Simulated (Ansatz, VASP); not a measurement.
## CaS: VASP beside Ansatz

```
Ca S
1.0
     0.00000    2.87306    2.87306
     2.87306    0.00000    2.87306
     2.87306    2.87306    0.00000
Ca S
1 1
Direct
  0.50000 0.50000 0.50000
  0.00000 0.00000 0.00000
```

Alike in both runs: task single point; functional BLYP; k mesh 8 × 8 × 8; occupations gaussian, width 0.05 eV; no spin polarisation.

|  | VASP | Ansatz |
| --- | --- | --- |
| version | VASP 6.6.1 | Ansatz 0.2.0 |
| potentials or method | VASP PAW PBE potentials, release 64 (Ca_sv, S), cutoff 500 eV | scalar-relativistic, plane waves, PAW |
| valence electrons in the cell | 16 | 16 |

Ansatz gave:

| Quantity | Value |
| --- | --- |
| gap on the k mesh at the Fermi level (eV) | 2.51 |
| least direct gap on the mesh (eV) | 3.27 |
| pressure (GPa) | 1.1 |

Task: Estimate VASP's values.

Result: gap on the k mesh at the Fermi level (eV): 2.50; least direct gap on the mesh (eV): 3.27; pressure (GPa): 1.2.

VASP's potentials were made for PBE, not for BLYP.
